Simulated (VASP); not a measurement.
# HfS2 (P-3m1) in VASP: a series of runs, part 2 of 2

VASP 6.6.1.

## 3. Single point, HSE06

This run uses another cell than the first one, of 22.36 Å³/atom.

Input file POSCAR:

```
HfS2
1.0
    3.6302959585      0.0000000000      0.0000000000
   -1.8151479792      3.1439285233      0.0000000000
    0.0000000000      0.0000000000      5.8783581506
Hf S
1 2
Direct
    0.0000000000      0.0000000000      0.0000000000
    0.3333333333      0.6666666667      0.2446279715
    0.6666666667      0.3333333333      0.7553720285
```

Input file INCAR.step1:

```
PREC = Accurate
ENCUT = 400
EDIFF = 1E-5
ISMEAR = 0
SIGMA = 0.01
LREAL = False
LASPH = True
NELM = 120
ALGO = Normal
ISIF = 2
LWAVE = True
GGA = PE
NBANDS = 18
GGA_COMPAT = False
```

Input file INCAR.step2:

```
PREC = Accurate
ENCUT = 400
EDIFF = 1E-6
ISMEAR = 0
SIGMA = 0.01
LREAL = False
LASPH = True
NELM = 120
ALGO = Normal
ISIF = 2
LWAVE = False
LCHARG = True
GGA = PE
LHFCALC = True
HFSCREEN = 0.2079
PRECFOCK = Normal
LELF = True
LVHAR = True
ISTART = 1
NBANDS = 18
GGA_COMPAT = False
```

Input file KPOINTS:

```
Automatic mesh
0
Gamma
  6 6 4
```

Potentials or basis: VASP PAW PBE potentials, release 64 (Hf_pv, S).

Launch:

```console
$ cat potpaw_PBE.64/Hf_pv/POTCAR potpaw_PBE.64/S/POTCAR > POTCAR
$ cp INCAR.step1 INCAR
$ mpirun -np 1 vasp_std > vasp.out
$ cp INCAR.step2 INCAR
$ mpirun -np 1 vasp_std > vasp.out
```

OUTCAR:

```text
PREC = Accurate
   ENCUT = 400
   EDIFF = 1E-6
   ISMEAR = 0
   LREAL = False
   LASPH = True
   NELM = 120
   ISIF = 2
   GGA = PE
   LHFCALC = True
   HFSCREEN = 0.2079
   PRECFOCK = Normal
   ISTART = 1

 ion  position               nearest neighbor table
   1  0.000  0.000  0.000-   2 2.54   3 2.54   2 2.54   3 2.54   3 2.54   2 2.54
   2  0.333  0.667  0.245-   1 2.54   1 2.54   1 2.54
   3  0.667  0.333  0.755-   1 2.54   1 2.54   1 2.54

  LATTYP: Found a hexagonal cell.
 ALAT       =     3.6302959585
 C/A-ratio  =     1.6192503911

  Lattice vectors:

 A1 = (   3.6302959585,   0.0000000000,   0.0000000000)
 A2 = (  -1.8151479792,   3.1439285233,   0.0000000000)
 A3 = (   0.0000000000,   0.0000000000,   5.8783581506)

Analysis of symmetry for initial positions (statically):
=====================================================================
 Subroutine PRICEL returns:
 Original cell was already a primitive cell.

 Routine SETGRP: Setting up the symmetry group for a
 hexagonal supercell.
[... 172 lines left out ...]
  free energy    TOTEN  =       -26.93474080 eV

  energy without entropy =      -26.93474080  energy(sigma->0) =      -26.93474080

 E-fermi :   2.8287     XC(G=0):  -8.0004

 val. band max:        2.7485478271   @ k =   0.0000   0.0000   0.0000
 cond. band min:       4.5965940350   @ k =   0.5000   0.0000   0.5000
 fundamental gap:      1.8480462079
 Fermi energy:         2.8287413269

 k-point     1 :       0.0000    0.0000    0.0000
  band No.  band energies     occupation
      1     -30.1038      2.00000
      2     -29.9669      2.00000
      3     -29.9669      2.00000
      4     -11.7702      2.00000
      5      -9.8609      2.00000
      6      -2.5240      2.00000
[... 481 lines left out ...]
      5     -10.0199      2.00000
      6      -1.3853      2.00000
[... 10 lines left out ...]
     17      12.0861      0.00000
     18      12.7926      0.00000

------------------------ aborting loop because EDIFF is reached ----------------------------------------

  FORCE on cell =-STRESS in cart. coord.  units (eV):
  Direction    XX          YY          ZZ          XY          YZ          ZX
  --------------------------------------------------------------------------------------
  -------------------------------------------------------------------------------------
  Total       -0.1134173     -0.1134173      0.1621807     -0.0000000      0.0000000     -0.0000000
  in kB       -2.7084400     -2.7084400      3.8729241     -0.0000000      0.0000000     -0.0000000
  external PRESSURE =      -0.5146520 kB  Pullay stress =       0.0000000 kB

 VOLUME and BASIS-vectors are now :
 -----------------------------------------------------------------------------
  energy-cutoff  :      400.00
  volume of cell :       67.09
      direct lattice vectors                 reciprocal lattice vectors
     3.630295959  0.000000000  0.000000000     0.275459635  0.159036694  0.000000000
    -1.815147979  3.143928523  0.000000000     0.000000000  0.318073389  0.000000000
     0.000000000  0.000000000  5.878358151     0.000000000  0.000000000  0.170115528

 POSITION                                       TOTAL-FORCE (eV/Angst)
 -----------------------------------------------------------------------------------
      0.00000      0.00000      0.00000         0.000000      0.000000      0.000000
     -0.00000      2.09595      1.43801         0.000000     -0.000000     -0.200376
      1.81515      1.04798      4.44035        -0.000000      0.000000      0.200376
 -----------------------------------------------------------------------------------
    total drift:                               -0.000000      0.000000     -0.000003

  FREE ENERGIE OF THE ION-ELECTRON SYSTEM (eV)
  ---------------------------------------------------
  free  energy   TOTEN  =       -26.9347408037 eV

  energy  without entropy=      -26.9347408037  energy(sigma->0) =      -26.93474080
```

OSZICAR.step1:

```text
N       E                     dE             d eps       ncg     rms          rms(c)
DAV:   1     0.789731897981E+02    0.78973E+02   -0.93513E+03   864   0.882E+02
DAV:   2    -0.199433544025E+02   -0.98917E+02   -0.96035E+02  1132   0.210E+02
DAV:   3    -0.246482363807E+02   -0.47049E+01   -0.46871E+01  1178   0.409E+01
DAV:   4    -0.246997907393E+02   -0.51554E-01   -0.51532E-01  1146   0.507E+00
DAV:   5    -0.247008483117E+02   -0.10576E-02   -0.10574E-02  1154   0.668E-01    0.494E+01
DAV:   6    -0.229783562011E+02    0.17225E+01   -0.42112E+00   946   0.998E+00    0.365E+01
DAV:   7    -0.229422118251E+02    0.36144E-01   -0.16080E+00  1004   0.715E+00    0.388E+00
DAV:   8    -0.228842231426E+02    0.57989E-01   -0.26291E-01   910   0.282E+00    0.175E+00
DAV:   9    -0.228808822194E+02    0.33409E-02   -0.27605E-02  1078   0.966E-01    0.717E-01
DAV:  10    -0.228810016629E+02   -0.11944E-03   -0.32225E-03   984   0.291E-01    0.414E-01
DAV:  11    -0.228810672473E+02   -0.65584E-04   -0.11412E-04  1156   0.738E-02    0.108E-01
DAV:  12    -0.228810693427E+02   -0.20954E-05   -0.22379E-05   826   0.260E-02
   1 F= -.22881069E+02 E0= -.22881069E+02  d E =-.800364E-87
```

Wall time 44 min (1 thread of Intel Xeon Platinum 8375C at 2.90GHz (Ice Lake), shared host); peak memory 0.28 GiB.

What came out:

```
Free energy            : -26.9347 eV
Pressure               : -0.1 GPa
Largest force          : 0.200 eV/Å
Band gap on the k mesh : 1.85 eV (least direct gap 2.80 eV)
```

Forces in eV/Å, atoms in the order of the input:
```
Hf   0.000  0.000  0.000
S    0.000  0.000 -0.200
S    0.000  0.000  0.200
```

Levels at points of the mesh, in eV from the valence-band top:
```tsv
k point	band 8	band 9	band 10	band 11	band 12	band 13	band 14	band 15
(0.00, 0.00, 0.00)	-3.13	-0.12	-0.12	0.00	2.85	2.85	3.57	6.42
(0.50, 0.00, 0.00)	-2.78	-2.75	-2.20	-1.53	1.98	5.11	5.12	7.38
(0.00, 0.00, 0.50)	-3.08	-1.99	-0.26	-0.26	2.80	2.80	3.84	6.89
(0.50, 0.00, 0.50)	-2.96	-2.61	-1.26	-1.03	1.85	5.08	5.18	6.63
```

Caveat: the PAW data sets were made with another functional, which shifts forces and pressure a little; spin-orbit coupling is left out, which moves the levels of the heavy elements; this functional lacks dispersion, which binds the layers, so the pressure and a relaxed spacing across them are unreliable.

## 4. Single point, HSE06 (strain +3.0%)

Input file POSCAR:

```
HfS2
1.0
    3.7392048372      0.0000000000      0.0000000000
   -1.8696024186      3.2382463790      0.0000000000
    0.0000000000      0.0000000000      6.0547088951
Hf S
1 2
Direct
    0.0000000000      0.0000000000      0.0000000000
    0.3333333333      0.6666666667      0.2301663116
    0.6666666667      0.3333333333      0.7698336884
```

Input file INCAR.step1:

```
SYSTEM = HfS2
PREC = Accurate ; ENCUT = 400
EDIFF = 1E-5 ; ISMEAR = 0
SIGMA = 0.01 ; LREAL = .False.
LASPH = .True. ; NELM = 120
ALGO = Normal ; ISIF = 2
LWAVE = .True. ; LCHARG = .False.
NBANDS = 18 ; GGA = PE
GGA_COMPAT = .False.
```

Input file INCAR.step2:

```
SYSTEM = HfS2
PREC = Accurate ; ENCUT = 400
EDIFF = 1E-6 ; ISMEAR = 0
SIGMA = 0.01 ; LREAL = .False.
LASPH = .True. ; NELM = 120
ALGO = Normal ; ISIF = 2
LWAVE = .False. ; LCHARG = .False.
GGA = PE ; LHFCALC = .True.
HFSCREEN = 0.2079 ; PRECFOCK = Normal
NBANDS = 18 ; ISTART = 1
GGA_COMPAT = .False.
```

Input file KPOINTS:

```
Automatic mesh
0
Gamma
  6 6 4
  0 0 0
```

Launch:

```console
$ cat potpaw_PBE.64/Hf_pv/POTCAR potpaw_PBE.64/S/POTCAR > POTCAR
$ cp INCAR.step1 INCAR
$ mpirun -np 1 vasp_std > vasp.out
$ cp INCAR.step2 INCAR
$ mpirun -np 1 vasp_std > vasp.out
```

Run time: 69 min. Hardware: 1 thread of Intel Xeon Platinum 8259CL at 2.50GHz (Skylake/Cascade Lake), shared host; peak memory 0.29 GiB.

Results (log left out):

| Quantity | Value |
| --- | --- |
| Free energy | -26.8962 eV |
| Pressure | -3.6 GPa |
| Largest force | 0.196 eV/Å |
| Band gap on the k mesh | 2.19 eV (least direct gap 2.81 eV) |

Forces in eV/Å, atoms in the order of the input:
```
Hf   0.000  0.000  0.000
S    0.000  0.000 -0.196
S    0.000  0.000  0.196
```

Stress tensor (GPa, compression positive):
```
-5.06  0.00  0.00
 0.00 -5.06  0.00
 0.00  0.00 -0.56
```

Levels at points of the mesh, in eV from the valence-band top:
```
           k point  band 9  band 10  band 11  band 12  band 13  band 14
(0.00, 0.00, 0.00)   -0.18    -0.18    -0.01     2.85     2.85     3.77
(0.50, 0.00, 0.00)   -2.37    -1.77    -1.53     2.27     4.67     4.82
(0.00, 0.00, 0.50)   -1.49    -0.26    -0.26     2.82     2.82     3.87
(0.50, 0.00, 0.50)   -2.26    -1.36    -0.95     2.19     4.73     4.80
```

Caveat: the cell differs from its parent crystal (strain +3.0%); the cell stands under tension; the PAW data sets were made with another functional, which shifts forces and pressure a little; spin-orbit coupling is left out, which moves the levels of the heavy elements; this functional lacks dispersion, which binds the layers, so the pressure and a relaxed spacing across them are unreliable. A k mesh can miss the band edges.

## 5. Summary

| cell | gap on the mesh (eV) | pressure (GPa) | largest force (eV/Å) |
| --- | --- | --- | --- |
| a = 3.594, b = 3.594, c = 5.820 Å, angles 90.0, 90.0, 120.0°, 3 atoms, atomic positions A | 1.71 | 1.5 | 0.20 |
| a = 3.630, b = 3.630, c = 5.878 Å, angles 90.0, 90.0, 120.0°, 3 atoms, atomic positions B | 1.85 | -0.1 | 0.20 |
| a = 3.739, b = 3.739, c = 6.055 Å, angles 90.0, 90.0, 120.0°, 3 atoms, atomic positions C | 2.19 | -3.6 | 0.20 |

Alike in all rows: task single point; level HSE06; potentials or basis VASP PAW PBE potentials, release 64 (Hf_pv, S); no spin polarisation; k mesh 6 × 6 × 4; cutoff (eV) 400; smearing gaussian 0.01 eV.

Caveats: the PAW data sets were made with another functional, which shifts forces and pressure a little; spin-orbit coupling is left out, which moves the levels of the heavy elements; this functional lacks dispersion, which binds the layers, so the pressure and a relaxed spacing across them are unreliable; the cell stands under tension (at least some runs).

Absolute energies hang on the potentials; compare differences alone.
